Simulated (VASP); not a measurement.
# SrPrI (P-6m2) in VASP: further runs, part 2 of 2

VASP 6.6.1.

### 3 Single point, PBE

This run uses another cell than the first one, of 40.93 Å³/atom.

INCAR reads:

```
SYSTEM = SrPrI
ALGO = Normal
EDIFF = 1E-6
ENCUT = 500
GGA = PE
GGA_COMPAT = .FALSE.
ISIF = 2
ISMEAR = 0
LASPH = .TRUE.
LCHARG = .TRUE.
LELF = .TRUE.
LMAXMIX = 6
LREAL = .FALSE.
LVHAR = .TRUE.
LWAVE = .FALSE.
NBANDS = 21
NELM = 200
PREC = Accurate
SIGMA = 0.1
```

KPOINTS reads:

```
k-points
0
G
  6 6 4
  0 0 0
```

POSCAR reads:

```
SrPrI
1.0
    5.8307008981     -0.0000000033      0.0000000000
   -2.9153504462      5.0495351012      0.0000000000
    0.0000000000      0.0000000000      4.1702634972
Sr Pr I
1 1 1
Direct
    0.0000000000      0.0000000000      0.0000000000
    0.6666666667      0.3333333333      0.5000000000
    0.3333333333      0.6666666667      0.0000000000
```

Potentials or basis: VASP PAW PBE potentials, release 64 (Sr_sv, Pr_3, I), 4f in core.

On the command line:

```bash
> cat potpaw_PBE.64/Sr_sv/POTCAR potpaw_PBE.64/Pr_3/POTCAR potpaw_PBE.64/I/POTCAR > POTCAR
> mpirun -np 1 vasp_std > vasp.out
```

It took 70 s on 1 thread of Intel Xeon Platinum 8488C (Sapphire Rapids), shared host; peak memory 0.28 GiB.

The run converged. Its results:

| Item | Value |
| --- | --- |
| Free energy | -8.4751 eV |
| Pressure | 0.2 GPa |
| Band gap on the k mesh | zero (bands 14 and 15 overlap by 0.31 eV) |

Stress tensor (GPa, compression positive):
```
0.10 0.00 0.00
0.00 0.10 0.00
0.00 0.00 0.29
```

Levels at points of the mesh, in eV from the Fermi level:
```csv
k point,band 12,band 13,band 14,band 15,band 16,band 17
"(0.00, 0.00, 0.00)",-2.89,-2.28,-0.89,0.64,0.64,1.54
"(0.50, 0.00, 0.00)",-3.00,-1.33,-0.33,0.72,0.78,1.12
"(0.00, 0.00, 0.50)",-4.30,-0.38,-0.38,0.17,0.17,0.55
"(0.50, 0.00, 0.50)",-4.21,-0.46,-0.01,0.35,0.64,0.65
```

Caveat: the k points lie up to 0.38 Å⁻¹ apart; spin-orbit coupling is left out, which moves the levels of the heavy elements; the 4f electrons are frozen in the core, so they carry no moment and show no levels; the run has no spin polarisation, though such a crystal can be magnetic. Spin polarisation is off, so any magnetic state and its effect on volume and gap are missing.

### 4 Relaxation of cell and atoms, PBE

INCAR reads:

```
SYSTEM = SrPrI
PREC = Accurate ; ENCUT = 500
EDIFF = 1E-7 ; ISMEAR = 0
SIGMA = 0.1 ; LREAL = .False.
LASPH = .True. ; NELM = 200
ALGO = Normal ; ISIF = 3
LWAVE = .False. ; LCHARG = .False.
GGA = PE ; IBRION = 2
NSW = 90 ; EDIFFG = -0.04
GGA_COMPAT = .False. ; NELMIN = 4
LMAXMIX = 6
```

KPOINTS reads:

```
regular mesh
0
Gamma
  6 6 4
  0 0 0
```

POSCAR reads:

```
SrPrI
1.0
    5.1519596100      0.0000000000      0.0000000000
   -2.5759798000      4.4617279000      0.0000000000
    0.0000000000      0.0000000000      4.8833031800
Sr Pr I
1 1 1
Direct
    0.0000000000      0.0000000000      0.0000000000
    0.6666666700      0.3333333300      0.5000000000
    0.3333333300      0.6666666700      0.0000000000
```

On the command line:

```bash
> cat potpaw_PBE.64/Sr_sv/POTCAR potpaw_PBE.64/Pr_3/POTCAR potpaw_PBE.64/I/POTCAR > POTCAR
> mpirun -np 1 vasp_std > vasp.out
```

It took 6.5 min on 1 thread of Intel Xeon Platinum 8488C (Sapphire Rapids), shared host; peak memory 0.27 GiB.

Results (log left out):

```yaml
Free_energy: -8.4742 eV
Relaxed_volume: 41.22 Å³/atom
Relaxed_cell: a = 5.837 Å, b = 5.837 Å, c = 4.191 Å, α = 90.00°, β = 90.00°, γ = 120.00°
Space_group_after_relaxing_to_0.1_Å: P-6m2 (No. 187)
Energy_gained_by_relaxing: 225.4 meV/atom
Ionic_steps: 10
Pressure_after_relaxing: 0.0 GPa
Band_gap_on_the_k_mesh: zero (bands 14 and 15 overlap by 0.31 eV)
```

Stress tensor (GPa, compression positive):
```
-0.01  0.00  0.00
 0.00 -0.01  0.00
 0.00  0.00  0.09
```

The path:
```tsv
step	energy change (eV)	largest force (eV/Å)	pressure (GPa)	volume (Å³)
1	0.0000	0.0000	4.82	112.25
2	-0.4832	0.0000	-0.33	131.16
3	-0.4955	0.0000	-1.19	136.91
4	-0.4965	0.0000	-1.02	135.63
5	-0.5789	0.0000	-0.81	131.84
6	-0.6599	0.0000	0.62	119.74
7	-0.6742	0.0000	0.02	123.91
8	-0.6756	0.0000	0.15	122.97
9	-0.6756	0.0000	0.19	122.71
10	-0.6762	0.0000	0.02	123.67
```

Final structure:
```
Sr Pr I
1.0
     5.83742    0.00000    0.00000
    -2.91871    5.05536    0.00000
     0.00000    0.00000    4.19089
Sr Pr I
1 1 1
Direct
  0.00000 0.00000 0.00000
  0.66667 0.33333 0.50000
  0.33333 0.66667 0.00000
```

Levels at points of the mesh, in eV from the Fermi level:
| k point | band 11 | band 12 | band 13 | band 14 | band 15 | band 16 | band 17 | band 18 |
| --- | --- | --- | --- | --- | --- | --- | --- | --- |
| (0.00, 0.00, 0.00) | -4.54 | -2.90 | -2.28 | -0.87 | 0.64 | 0.64 | 1.51 | 1.51 |
| (0.50, 0.00, 0.00) | -4.36 | -3.01 | -1.32 | -0.33 | 0.71 | 0.78 | 1.11 | 1.23 |
| (0.00, 0.00, 0.50) | -4.29 | -4.29 | -0.37 | -0.37 | 0.18 | 0.18 | 0.52 | 0.68 |
| (0.50, 0.00, 0.50) | -4.49 | -4.20 | -0.46 | -0.01 | 0.35 | 0.64 | 0.65 | 1.41 |

Caveat: spin-orbit coupling is left out, which moves the levels of the heavy elements; the 4f electrons are frozen in the core, so they carry no moment and show no levels; the run has no spin polarisation, though such a crystal can be magnetic.

### 5 Single point, PBE

This run uses another cell than the first one, of 40.46 Å³/atom.

INCAR reads:

```
SYSTEM = SrPrI
ALGO = Normal ; EDIFF = 1E-6
ENCUT = 500 ; GGA = PE
GGA_COMPAT = .FALSE. ; ISIF = 2
ISMEAR = 0 ; LASPH = .TRUE.
LCHARG = .TRUE. ; LELF = .TRUE.
LMAXMIX = 6 ; LREAL = .FALSE.
LVHAR = .TRUE. ; LWAVE = .FALSE.
NBANDS = 21 ; NELM = 200
PREC = Accurate ; SIGMA = 0.1
```

KPOINTS reads:

```
k-points
0
G
  12 12 12
  0 0 0
```

POSCAR reads:

```
SrPrI
1.0
    5.8264496379      0.0000000000      0.0000000000
   -2.9132248189      5.0458534003      0.0000000000
    0.0000000000      0.0000000000      4.1282225702
Sr Pr I
1 1 1
Direct
    0.0000000000      0.0000000000      0.0000000000
    0.6666666667      0.3333333333      0.5000000000
    0.3333333333      0.6666666667      0.0000000000
```

On the command line:

```bash
> cat potpaw_PBE.64/Sr_sv/POTCAR potpaw_PBE.64/Pr_3/POTCAR potpaw_PBE.64/I/POTCAR > POTCAR
> mpirun -np 1 vasp_std > vasp.out
```

It took 5.7 min on 1 thread of Intel Xeon Platinum 8488C (Sapphire Rapids), shared host; peak memory 0.5 GiB.

It converged, with:

| Item | Value |
| --- | --- |
| Free energy | -8.5084 eV |
| Pressure | 0.0 GPa |
| Band gap on the k mesh | zero (bands 14 and 15 overlap by 0.38 eV) |

Levels at points of the mesh, in eV from the Fermi level:
```
           k point  band 10  band 11  band 12  band 13  band 14  band 15  band 16  band 17  band 18  band 19
(0.00, 0.00, 0.00)    -4.63    -4.63    -2.87    -2.32    -0.94     0.63     0.63     1.58     1.58     2.93
(0.50, 0.00, 0.00)    -5.16    -4.44    -2.99    -1.39    -0.37     0.70     0.76     1.12     1.29     1.97
(0.00, 0.00, 0.50)    -5.04    -4.36    -4.36    -0.41    -0.41     0.13     0.13     0.54     0.72     3.44
(0.50, 0.00, 0.50)    -4.90    -4.54    -4.26    -0.47    -0.05     0.30     0.61     0.65     1.40     1.64
```

Caveat: spin-orbit coupling is left out, which moves the levels of the heavy elements; the 4f electrons are frozen in the core, so they carry no moment and show no levels; the run has no spin polarisation, though such a crystal can be magnetic.

### 6 Relaxation of cell and atoms, PBE

This run uses another cell than the first one, of 40.93 Å³/atom.

INCAR reads:

```
SYSTEM = SrPrI
  ALGO = Normal
  EDIFF = 1E-7
  EDIFFG = -0.01
  ENCUT = 500
  GGA = PE
  GGA_COMPAT = .FALSE.
  IBRION = 2
  ISIF = 3
  ISMEAR = 0
  LASPH = .TRUE.
  LCHARG = .FALSE.
  LMAXMIX = 6
  LREAL = .FALSE.
  LWAVE = .FALSE.
  NELM = 200
  NELMIN = 4
  NSW = 100
  PREC = Accurate
  SIGMA = 0.1
```

KPOINTS is that of step 5.

POSCAR reads:

```
SrPrI
1.0
    5.8307008981      0.0000000000      0.0000000000
   -2.9153504490      5.0495350996      0.0000000000
    0.0000000000      0.0000000000      4.1702634972
Sr Pr I
1 1 1
Direct
    0.0000000000      0.0000000000      0.0000000000
    0.6666666667      0.3333333333      0.5000000000
    0.3333333333      0.6666666667      0.0000000000
```

Potentials or basis: VASP PAW PBE potentials, release 64 (Sr_sv, Pr_3, I), 4f in core.

On the command line:

```bash
> cat potpaw_PBE.64/Sr_sv/POTCAR potpaw_PBE.64/Pr_3/POTCAR potpaw_PBE.64/I/POTCAR > POTCAR
> mpirun -np 1 vasp_std > vasp.out
```

It took 20 min on 1 thread of Intel Xeon Platinum 8488C (Sapphire Rapids), shared host; peak memory 0.53 GiB.

The run converged. Its results:

```
Free energy                           : -8.5084 eV
Relaxed volume                        : 40.50 Å³/atom
Relaxed cell                          : a = 5.825 Å, b = 5.825 Å, c = 4.134 Å, α = 90.00°, β = 90.00°, γ = 120.00°
Space group after relaxing (to 0.1 Å) : P-6m2 (No. 187)
Energy gained by relaxing             : 0.4 meV/atom
Ionic steps                           : 5
Pressure after relaxing               : 0.0 GPa
Band gap on the k mesh                : zero (bands 14 and 15 overlap by 0.38 eV)
```

Step by step:
```tsv
step	energy change (eV)	largest force (eV/Å)	pressure (GPa)	volume (Å³)
1	0.0000	0.0000	-0.17	122.78
2	-0.0009	0.0000	-0.06	122.03
3	-0.0011	0.0000	0.02	121.50
4	-0.0011	0.0000	0.04	121.38
5	-0.0012	0.0000	0.02	121.49
```

Final structure:
```
Sr Pr I
1.0
     5.82548    0.00000    0.00000
    -2.91274    5.04501    0.00000
     0.00000    0.00000    4.13377
Sr Pr I
1 1 1
Direct
  0.00000 0.00000 0.00000
  0.66667 0.33333 0.50000
  0.33333 0.66667 0.00000
```

Levels at points of the mesh, in eV from the Fermi level:
| k point | band 12 | band 13 | band 14 | band 15 | band 16 | band 17 |
| --- | --- | --- | --- | --- | --- | --- |
| (0.00, 0.00, 0.00) | -2.88 | -2.31 | -0.94 | 0.63 | 0.63 | 1.57 |
| (0.50, 0.00, 0.00) | -3.00 | -1.38 | -0.37 | 0.70 | 0.76 | 1.12 |
| (0.00, 0.00, 0.50) | -4.36 | -0.41 | -0.41 | 0.13 | 0.13 | 0.53 |
| (0.50, 0.00, 0.50) | -4.26 | -0.47 | -0.05 | 0.30 | 0.61 | 0.65 |

Caveat: spin-orbit coupling is left out, which moves the levels of the heavy elements; the 4f electrons are frozen in the core, so they carry no moment and show no levels; the run has no spin polarisation, though such a crystal can be magnetic.

### 7 Overview

```tsv
task	cell	k mesh	gap on the mesh (eV)	pressure (GPa)	relaxed volume (Å³/atom)
single point	a = 5.152, b = 5.152, c = 4.883 Å, angles 90.0, 90.0, 120.0°, 3 atoms	6 × 6 × 4	none	4.8	-
single point	a = 5.831, b = 5.831, c = 4.170 Å, angles 90.0, 90.0, 120.0°, 3 atoms	6 × 6 × 4	none	0.2	-
relaxation of cell and atoms	relaxed from a = 5.152, b = 5.152, c = 4.883 Å, angles 90.0, 90.0, 120.0°, 3 atoms	6 × 6 × 4	none	0.0	41.22
single point	a = 5.826, b = 5.826, c = 4.128 Å, angles 90.0, 90.0, 120.0°, 3 atoms	12 × 12 × 12	none	0.0	-
relaxation of cell and atoms	relaxed from a = 5.831, b = 5.831, c = 4.170 Å, angles 90.0, 90.0, 120.0°, 3 atoms	12 × 12 × 12	none	0.0	40.50
```

Alike in all rows: level PBE; potentials or basis VASP PAW PBE potentials, release 64 (Sr_sv, Pr_3, I), 4f in core; no spin polarisation; cutoff (eV) 500; smearing gaussian 0.1 eV.

Caveats: some runs use coarse meshes; spin-orbit coupling is left out, which moves the levels of the heavy elements; the 4f electrons are frozen in the core, so they carry no moment and show no levels; the run has no spin polarisation, though such a crystal can be magnetic; the stress differs along the axes, from -1 to 8 GPa (at least some runs).

Total energies depend on the potentials used, so only differences within one code and one set of settings carry meaning.
